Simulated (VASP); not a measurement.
# BN (P1) in VASP: single point with rSCAN

Aim: the single point of BN with rSCAN.

All numbers are computed with VASP 6.6.1; they aren't measurements. Logs are shortened: lines on timing, memory, paths and dates and some standing lists are left out, and cuts for length are marked.

## 1. The cell of the first run

The typed cell holds 2 atoms: a = 2.508 Å, b = 2.508 Å, c = 3.302 Å, α = 101.01°, β = 101.01°, γ = 119.81°.

## 2. Single point, rSCAN (last atom moved by 0.08 Å along z, cell strained by +1.0% along z)

INCAR reads:

```
ALGO = Normal
EDIFF = 1E-7
EFERMI = MIDGAP
ENCUT = 840
GGA_COMPAT = F
ISIF = 2
ISMEAR = 0
KPAR = 8
LASPH = T
LCHARG = F
LMIXTAU = T
LREAL = F
LWAVE = F
METAGGA = RSCAN
NBANDS = 24
NELM = 120
PREC = Accurate
SIGMA = 0.03
```

KPOINTS reads:

```
Automatic mesh
0
Gamma
  21 21 14
  0 0 0
```

POSCAR reads:

```
BN
1.0
    2.5080409239      0.0000000000      0.0000000000
   -1.2467107647      2.1762310413      0.0000000000
   -0.6306650796     -1.0881155206      3.0527654000
N B
1 1
Direct
    0.6685060000      0.3323850000      0.9849990000
    0.9928769000      0.9967329000      0.0282738100
```

Potentials or basis: VASP PAW PBE potentials, release 64 (N, B).

Run with:

```bash
$ cat potpaw_PBE.64/N/POTCAR potpaw_PBE.64/B/POTCAR > POTCAR
$ mpirun -np 8 vasp_std > vasp.out
```

OUTCAR:

```text
EDIFF = 1E-7
   EFERMI = MIDGAP
   ENCUT = 840
   ISIF = 2
   ISMEAR = 0
   LASPH = T
   LREAL = F
   METAGGA = RSCAN
   NELM = 120
   PREC = Accurate

 ion  position               nearest neighbor table
   1  0.669  0.332  0.985-   2 1.41   2 1.44   2 1.52
   2  0.993  0.997  0.028-   1 1.41   1 1.44   1 1.52

  LATTYP: Found a face centered orthorhombic cell.
 ALAT       =     2.5153400000
 B/A-ratio  =     1.7253460765
 C/A-ratio  =     2.4273182949

  Lattice vectors:

 A1 = (  -1.8773758443,   1.0881155207,   3.0527654000)
 A2 = (   0.6306650796,   1.0881155207,   3.0527654000)
 A3 = (  -1.2467107647,   2.1762310413,   0.0000000000)

Analysis of symmetry for initial positions (statically):
=====================================================================
 Subroutine PRICEL returns:
 Original cell was already a primitive cell.

 Routine SETGRP: Setting up the symmetry group for a
 face centered orthorhombic supercell.

 Subroutine GETGRP returns: Found  1 space group operations
 (whereof  1 operations were pure point group operations)
 out of a pool of  8 trial point group operations.

The static configuration has the point symmetry C_1 .

Analysis of symmetry for dynamics (positions and initial velocities):
=====================================================================
 Subroutine PRICEL returns:
 Original cell was already a primitive cell.

 Routine SETGRP: Setting up the symmetry group for a
 face centered orthorhombic supercell.

 Subroutine GETGRP returns: Found  1 space group operations
 (whereof  1 operations were pure point group operations)
 out of a pool of  8 trial point group operations.

The dynamic configuration has the point symmetry C_1 .

 Subroutine INISYM returns: Found  1 space group operations
 (whereof  1 operations are pure point group operations),
 and found     1 'primitive' translations

----------------------------------------------------------------------------------------

                                     Primitive cell

  volume of cell :      16.6622

  direct lattice vectors                    reciprocal lattice vectors
     2.508040924  0.000000000  0.000000000     0.398717577  0.228415773  0.163785923
    -1.246710765  2.176231041  0.000000000     0.000000000  0.459510034  0.163785923
    -0.630665080 -1.088115521  3.052765400     0.000000000  0.000000000  0.327571847

  length of vectors
     2.508040924  2.508040924  3.301682967     0.487827121  0.487827121  0.327571847

  position of ions in fractional coordinates (direct lattice)
     0.668506000  0.332385000  0.984999000
     0.992876900  0.996732900  0.028273810

  ion indices of the primitive-cell ions
   primitive index   ion index
                 1           1
                 2           2

----------------------------------------------------------------------------------------

 KPOINTS: Automatic mesh

Automatic generation of k-mesh.
 Grid dimensions read from file:
 generate k-points for:   21   21   14

 Generating k-lattice:

  Cartesian coordinates                     Fractional coordinates (reciprocal lattice)
     0.018986551  0.010876942  0.007799330     0.047619048 -0.000000000  0.000000000
     0.000000000  0.021881430  0.007799330     0.000000000  0.047619048  0.000000000
     0.000000000  0.000000000  0.023397989     0.000000000  0.000000000  0.071428571

  Length of vectors
     0.023229863  0.023229863  0.023397989

  Shift w.r.t. Gamma in fractional coordinates (k-lattice)
     0.000000000  0.000000000  0.000000000

 -----------------------------------------------------------------------------
|                                                                             |
|           W    W    AA    RRRRR   N    N  II  N    N   GGGG   !!!           |
|           W    W   A  A   R    R  NN   N  II  NN   N  G    G  !!!           |
|           W    W  A    A  R    R  N N  N  II  N N  N  G       !!!           |
|           W WW W  AAAAAA  RRRRR   N  N N  II  N  N N  G  GGG   !            |
|           WW  WW  A    A  R   R   N   NN  II  N   NN  G    G                |
|           W    W  A    A  R    R  N    N  II  N    N   GGGG   !!!           |
|                                                                             |
|     Your reciprocal lattice and k-lattice belong to different lattice       |
|     classes:                                                                |
|                                                                             |
|        The reciprocal lattice is body-centered orthorhombic,                |
|        whereas your k-lattice is base-centered monoclinic.                  |
|                                                                             |
|     Results are often still useful ...                                      |
|                                                                             |
 -----------------------------------------------------------------------------

 WARNING: IBZKPT: internal override: KBLOWUP is changed to .FALSE.
      ... skipping the blow-up phase ...

 Subroutine IBZKPT returns following result:
 ===========================================

 Found   3088 irreducible k-points:

 Following reciprocal coordinates:
            Coordinates               Weight
  0.000000  0.000000  0.000000      1.000000
  0.047619 -0.000000  0.000000      2.000000
  0.095238 -0.000000  0.000000      2.000000
  0.142857 -0.000000  0.000000      2.000000
  0.190476 -0.000000  0.000000      2.000000
  0.238095 -0.000000  0.000000      2.000000
[... 16 lines left out ...]
 -0.476190  0.047619 -0.000000      2.000000
 -0.428571  0.047619 -0.000000      2.000000
 [... further k-points ...]
   k-points           NKPTS =   3088   k-points in BZ     NKDIM =   3088   number of bands    NBANDS=     24
   number of dos      NEDOS =    301   number of ions     NIONS =      2
   total plane-waves  NPLWV =  18432
   dimension x,y,z NGX =    24 NGY =   24 NGZ =   32
   dimension x,y,z NGXF=    48 NGYF=   48 NGZF=   64
   ions per type =               1   1
   NGX,Y,Z   is equivalent  to a cutoff of  15.91, 15.91, 16.11 a.u.
   NGXF,Y,Z  is equivalent  to a cutoff of  31.82, 31.82, 32.23 a.u.
 SYSTEM =  unknown system
   PREC   = accura    normal or accurate (medium, high low for compatibility)
   ISTART =      0    job   : 0-new  1-cont  2-samecut
   ICHARG =      2    charge: 1-file 2-atom 10-const
   ISPIN  =      1    spin polarized calculation?
   LNONCOLLINEAR =      F non collinear calculations
   LSORBIT =      F    spin-orbit coupling
   LASPH  =      T    aspherical Exc in radial PAW
   ENCUT  =  840.0 eV  61.74 Ry    7.86 a.u.   5.93  5.93  7.80*2*pi/ulx,y,z
   NELM   =    120;   NELMIN=  2; NELMDL= -5     # of ELM steps
   EDIFF  = 0.1E-06   stopping-criterion for ELM
   LREAL  =      F    real-space projection
   EDIFFG = 0.1E-05   stopping-criterion for IOM
   NSW    =      0    number of steps for IOM
   IBRION =     -1    ionic relax: 0-MD 1-quasi-New 2-CG
   NFREE  =      0    steps in history (QN), initial steepest desc. (CG)
   ISIF   =      2    stress and relaxation
   ISYM   =      2    0-nonsym 1-usesym 2-fastsym
   POTIM  = 0.5000    time-step for ionic-motion
   TEBEG  =    0.0;   TEEND  =   0.0 temperature during run

   SCALEE = 1.0000    scale energy and forces
   PSTRESS=    0.0 pullay stress
   NELECT =       8.0000    total number of electrons
   NUPDOWN=      -1.0000    fix difference up-down
   EMIN   =  10.00;   EMAX   =-10.00  energy-range for DOS
   EFERMI =   0.00;   METHOD = MIDGAP
   ISMEAR =     0;   SIGMA  =   0.03  broadening in eV -4-tet -1-fermi 0-gaus
   EFERMI_NEDOS =   21; number of points for ismear=-14 and -15
   IALGO  =     38    algorithm
   IMIX   =      4    mixing-type and parameters
     AMIX     =   0.40;   BMIX     =  1.00
     AMIX_MAG =   1.60;   BMIX_MAG =  1.00
  volume/ion in A,a.u.               =       8.33        56.22
  Fermi-wavevector in a.u.,A,eV,Ry     =   1.281919  2.422475 22.358665  1.643316
  Thomas-Fermi vector in A             =   2.414261
   LORBIT       =      0    0 simple, 1 ext, 2 COOP (PROOUT), +10 PAW based schemes
   METAGGA = RSCAN    functional components
   LHFCALC =     F    Hartree Fock is set to
   AEXX    =    0.0000 exact exchange contribution
   IVDW    =     0    specifies the selected vdW correction
   LEPSILON=     F    determine dielectric tensor
   LRPA    =     F    only Hartree local field effects (RPA)

   CSHIFT  =0.1000    complex shift for real part using Kramers Kronig

   OMEGAMAX=  -1.0    maximum frequency
 non-spin polarized calculation
 Gauss-broadening in eV      SIGMA  =   0.03
  energy-cutoff  :      840.00
  volume of cell :       16.66
 maximum number of plane-waves:       943
   NGX = 11   NGY = 11   NGZ = 15

 number of electron       8.0000000 magnetization

 Free energy of the ion-electron system (eV)
  ---------------------------------------------------
  ext. energy  EPLUGINS =         0.00000000
  ---------------------------------------------------
  free energy    TOTEN  =       -19.81287474 eV

  energy without entropy =      -19.81287474  energy(sigma->0) =      -19.81287474

 E-fermi :   4.6939     XC(G=0): -11.3393

 val. band max:        3.0604195276   @ k =   0.3810   0.3810   0.1429
 cond. band min:       6.3273060658   @ k =   0.4762   0.4762   0.5000
 fundamental gap:      3.2668865382
 Fermi energy:         4.6938627967

 k-point     1 :       0.0000    0.0000    0.0000
  band No.  band energies     occupation
      1     -16.1738      2.00000
      2      -0.8769      2.00000
      3       0.5956      2.00000
      4       2.2647      2.00000
      5       8.5753      0.00000
      6      13.9083      0.00000
[... 8 lines left out ...]
     15      38.3082      0.00000
     16      41.4553      0.00000

 k-point     2 :       0.0476   -0.0000    0.0000
  band No.  band energies     occupation
      1     -16.1237      2.00000
      2      -0.8511      2.00000
      3       0.5190      2.00000
      4       2.0315      2.00000
      5       8.7024      0.00000
      6      13.9509      0.00000
[... 8 lines left out ...]
     15      38.7902      0.00000
     16      40.7943      0.00000
[... 387 lines left out ...]
      5       8.8508      0.00000
      6      13.1703      0.00000
[... 8 lines left out ...]
     15      41.0776      0.00000
     16      42.2941      0.00000

 k-point    24 :      -0.4286    0.0476   -0.0000
  band No.  band energies     occupation
      1     -13.1789      2.00000
      2      -5.4953      2.00000
      3      -1.8640      2.00000
      4       1.0916      2.00000
      5       9.3935      0.00000
      6      13.0567      0.00000
[... 8 lines left out ...]
     15      41.2223      0.00000
     16      42.9375      0.00000

 [... further k-points ...]

 [bands above 16 left out]

------------------------ aborting loop because EDIFF is reached ----------------------------------------

  FORCE on cell =-STRESS in cart. coord.  units (eV):
  Direction    XX          YY          ZZ          XY          YZ          ZX
  --------------------------------------------------------------------------------------
  -------------------------------------------------------------------------------------
  Total       -0.9446984      0.0852778      0.3152920     -0.4216976      0.3014572      0.1448658
  in kB      -90.8386588      8.1999982     30.3172949    -40.5488612     28.9869955     13.9297492
  external PRESSURE =     -17.4404552 kB  Pullay stress =       0.0000000 kB

 VOLUME and BASIS-vectors are now :
 -----------------------------------------------------------------------------
  energy-cutoff  :      840.00
  volume of cell :       16.66
      direct lattice vectors                 reciprocal lattice vectors
     2.508040924  0.000000000  0.000000000     0.398717577  0.228415773  0.163785923
    -1.246710765  2.176231041  0.000000000     0.000000000  0.459510034  0.163785923
    -0.630665080 -1.088115521  3.052765400     0.000000000  0.000000000  0.327571847

 POSITION                                       TOTAL-FORCE (eV/Angst)
 -----------------------------------------------------------------------------------
      0.64105     -0.34845      3.00697        -1.595732     -2.003794      1.677762
      1.22971      2.13836      0.08631         1.595732      2.003794     -1.677762
 -----------------------------------------------------------------------------------
    total drift:                                0.000108     -0.000027      0.000024

  FREE ENERGIE OF THE ION-ELECTRON SYSTEM (eV)
  ---------------------------------------------------
  free  energy   TOTEN  =       -19.8128747396 eV

  energy  without entropy=      -19.8128747396  energy(sigma->0) =      -19.81287474
```

It took 7.7 min on 8 MPI ranks of Intel Xeon 6975P-C (Granite Rapids), shared host; peak memory 1.7 GiB.

Results:

```
Free energy            : -19.8129 eV
Pressure               : -1.7 GPa
Largest force          : 3.062 eV/Å
Band gap on the k mesh : 4.12 eV (least direct gap 5.15 eV)
```

Forces in eV/Å, atoms in the order of the input:
```
N   -1.596 -2.004  1.678
B    1.596  2.004 -1.678
```

Caveat: the cell differs from its parent crystal (last atom moved by 0.08 Å along z, cell strained by +1.0% along z); the PAW data sets were made with another functional, which shifts forces and pressure a little; an odd mesh through Γ misses points on the zone boundary, where band edges can lie.
